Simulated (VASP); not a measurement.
# Sb in VASP: a series of runs, part 2 of 2

VASP 6.6.1.

### Step 4. Electric field gradients, PBE (equal xy, yz and zx shear strains of -3 %)

File INCAR:

```
SYSTEM = Sb
PREC = Accurate
ENCUT = 520
EDIFF = 1E-8
ISMEAR = -1
SIGMA = 0.05
LREAL = .False.
LASPH = .True.
NELM = 80
ALGO = Normal
ISIF = 2
LWAVE = .False.
LCHARG = .False.
GGA = PE
LEFG = .True.
NBANDS = 8
```

File KPOINTS:

```
regular mesh
0
Gamma
  13 13 13
  0 0 0
```

File POSCAR:

```
Sb
1.0
    3.1600000000     -0.0474000000     -0.0474000000
   -0.0474000000      3.1600000000     -0.0474000000
   -0.0474000000     -0.0474000000      3.1600000000
Sb
1
Direct
    0.0000000000      0.0000000000      0.0000000000
```

Potentials or basis: VASP PAW PBE potentials, release 64 (Sb).

Started as:

```console
$ cat potpaw_PBE.64/Sb/POTCAR > POTCAR
$ mpirun -np 1 vasp_std > vasp.out
```

OUTCAR:

```text
SYSTEM = Sb
   PREC = Accurate
   ENCUT = 520
   EDIFF = 1E-8
   ISMEAR = -1
   LREAL = .False.
   LASPH = .True.
   NELM = 80
   ISIF = 2
   GGA = PE

 ion  position               nearest neighbor table
   1  0.000  0.000  0.000-

  LATTYP: Found a trigonal (rhomboedric) cell.
 ALAT       =     3.1607109200
 COS(alpha) =    -0.0297616073

  Lattice vectors:

 A1 = (   3.1600000000,  -0.0474000000,  -0.0474000000)
[... 470 lines left out ...]
    total drift:                                0.000000      0.000000      0.000000

  FREE ENERGIE OF THE ION-ELECTRON SYSTEM (eV)
  ---------------------------------------------------
  free  energy   TOTEN  =        -4.0899940899 eV

  energy  without entropy=       -4.0869778330  energy(sigma->0) =       -4.08848596

 Electric field gradients (V/A^2)
---------------------------------------------------------------------
 ion       V_xx      V_yy      V_zz      V_xy      V_xz      V_yz
---------------------------------------------------------------------
   1      -0.000    -0.000     0.000   -10.761   -10.761   -10.761
---------------------------------------------------------------------

 Electric field gradients after diagonalization (V/A^2)
 (convention: |V_zz| > |V_xx| > |V_yy|)
----------------------------------------------------------------------
 ion       V_xx      V_yy      V_zz     asymmetry (V_yy - V_xx)/ V_zz
----------------------------------------------------------------------
   1      10.761    10.761   -21.522       0.000
----------------------------------------------------------------------

           NMR quadrupolar parameters

 Cq : quadrupolar parameter    Cq=e*Q*V_zz/h
 eta: asymmetry parameters     (V_yy - V_xx)/ V_zz
 Q  : nuclear electric quadrupole moment in mb (millibarn)
----------------------------------------------------------------------
 ion       Cq(MHz)       eta       Q (mb)
----------------------------------------------------------------------
   1      -0.052       0.000       1.000
----------------------------------------------------------------------
```

Run time: 22 s. Hardware: 1 thread of Intel Xeon Platinum 8488C (Sapphire Rapids), shared host; peak memory 0.18 GiB.

What came out:

```
Free energy : -4.0900 eV
Pressure    : -2.6 GPa
```

Levels at points of the mesh, in eV from the Fermi level:
```
           k point  band 1  band 2  band 3  band 4  band 5  band 6
(0.00, 0.00, 0.00)  -12.01    2.96    3.16    3.16    6.84    6.84
```

Electric field gradients, principal values (V/Å²):
| atom | least | middle | greatest (by size) |
| --- | --- | --- | --- |
| 1 Sb | 10.761 | 10.761 | -21.522 |

Caveat: the cell differs from its parent crystal (equal xy, yz and zx shear strains of -3 %); without QUAD_EFG the Cq values of the log hold for a quadrupole moment of 1 mb, not for the nuclei; spin-orbit coupling is left out, which moves the levels of the heavy elements.

### Step 5. Electric field gradients, PBE (equal xy, yz and zx shear strains of -1 %)

File INCAR:

```
ALGO = Normal
EDIFF = 1E-8
ENCUT = 520
GGA = PE
ISIF = 2
ISMEAR = -1
LASPH = True
LCHARG = False
LEFG = True
LREAL = False
LWAVE = False
NBANDS = 8
NELM = 60
PREC = Accurate
SIGMA = 0.05
```

File KPOINTS:

```
k-points
0
Gamma
  13 13 13
```

File POSCAR:

```
Sb
1.0
    3.1600000000     -0.0158000000     -0.0158000000
   -0.0158000000      3.1600000000     -0.0158000000
   -0.0158000000     -0.0158000000      3.1600000000
Sb
1
Direct
    0.0000000000      0.0000000000      0.0000000000
```

Potentials or basis: VASP PAW PBE potentials, release 64 (Sb).

Started as:

```console
$ cat potpaw_PBE.64/Sb/POTCAR > POTCAR
$ mpirun -np 1 vasp_std > vasp.out
```

OUTCAR:

```text
EDIFF = 1E-8
   ENCUT = 520
   GGA = PE
   ISIF = 2
   ISMEAR = -1
   LASPH = True
   LREAL = False
   NELM = 60
   PREC = Accurate

 ion  position               nearest neighbor table
   1  0.000  0.000  0.000-

  LATTYP: Found a trigonal (rhomboedric) cell.
 ALAT       =     3.1600789990
 COS(alpha) =    -0.0099745013

  Lattice vectors:

 A1 = (   3.1600000000,  -0.0158000000,  -0.0158000000)
 A2 = (  -0.0158000000,   3.1600000000,  -0.0158000000)
 A3 = (  -0.0158000000,  -0.0158000000,   3.1600000000)

Analysis of symmetry for initial positions (statically):
=====================================================================
 Subroutine PRICEL returns:
 Original cell was already a primitive cell.

 Routine SETGRP: Setting up the symmetry group for a
[... 446 lines left out ...]
  external PRESSURE =     -25.5100491 kB  Pullay stress =       0.0000000 kB

 VOLUME and BASIS-vectors are now :
 -----------------------------------------------------------------------------
  energy-cutoff  :      520.00
  volume of cell :       31.55
      direct lattice vectors                 reciprocal lattice vectors
     3.160000000 -0.015800000 -0.015800000     0.316471599  0.001590310  0.001590310
    -0.015800000  3.160000000 -0.015800000     0.001590310  0.316471599  0.001590310
    -0.015800000 -0.015800000  3.160000000     0.001590310  0.001590310  0.316471599

 POSITION                                       TOTAL-FORCE (eV/Angst)
 -----------------------------------------------------------------------------------
      0.00000      0.00000      0.00000         0.000000      0.000000     -0.000000
 -----------------------------------------------------------------------------------
    total drift:                                0.000000      0.000000      0.000000

  FREE ENERGIE OF THE ION-ELECTRON SYSTEM (eV)
  ---------------------------------------------------
  free  energy   TOTEN  =        -4.0931711819 eV

  energy  without entropy=       -4.0902809223  energy(sigma->0) =       -4.09172605

 Electric field gradients (V/A^2)
---------------------------------------------------------------------
 ion       V_xx      V_yy      V_zz      V_xy      V_xz      V_yz
---------------------------------------------------------------------
   1      -0.000    -0.000    -0.000    -3.730    -3.730    -3.730
---------------------------------------------------------------------

 Electric field gradients after diagonalization (V/A^2)
 (convention: |V_zz| > |V_xx| > |V_yy|)
----------------------------------------------------------------------
 ion       V_xx      V_yy      V_zz     asymmetry (V_yy - V_xx)/ V_zz
----------------------------------------------------------------------
   1       3.730     3.730    -7.460       0.000
----------------------------------------------------------------------

           NMR quadrupolar parameters

 Cq : quadrupolar parameter    Cq=e*Q*V_zz/h
 eta: asymmetry parameters     (V_yy - V_xx)/ V_zz
 Q  : nuclear electric quadrupole moment in mb (millibarn)
----------------------------------------------------------------------
 ion       Cq(MHz)       eta       Q (mb)
----------------------------------------------------------------------
   1      -0.018       0.000       1.000
----------------------------------------------------------------------
```

Wall time 18 s (1 thread of Intel Xeon Platinum 8488C (Sapphire Rapids), shared host); peak memory 0.18 GiB.

Results:

| Property | Result |
| --- | --- |
| Free energy | -4.0932 eV |
| Pressure | -2.6 GPa |

Electric field gradients, principal values (V/Å²):
```csv
atom,least,middle,greatest (by size)
1 Sb,3.730,3.730,-7.460
```

Caveat: the cell differs from its parent crystal (equal xy, yz and zx shear strains of -1 %); without QUAD_EFG the Cq values of the log hold for a quadrupole moment of 1 mb, not for the nuclei; spin-orbit coupling is left out, which moves the levels of the heavy elements.

### Step 6. The runs side by side

| cell | gap on the mesh (eV) | pressure (GPa) |
| --- | --- | --- |
| a = 3.255, b = 3.255, c = 3.160 Å, 1 atom | none | -4.7 |
| a = 3.161 Å, angles 91.7°, 1 atom | none | -2.6 |
| a = 3.160 Å, angles 90.6°, 1 atom | none | -2.6 |

Alike in all rows: task electric field gradients; level PBE; potentials or basis VASP PAW PBE potentials, release 64 (Sb); no spin polarisation; k mesh 13 × 13 × 13; cutoff (eV) 520; smearing fermi-dirac 0.05 eV.

Caveats: spin-orbit coupling is left out, which moves the levels of the heavy elements.

Total energies depend on the potentials used, so only differences within one code and one set of settings carry meaning.
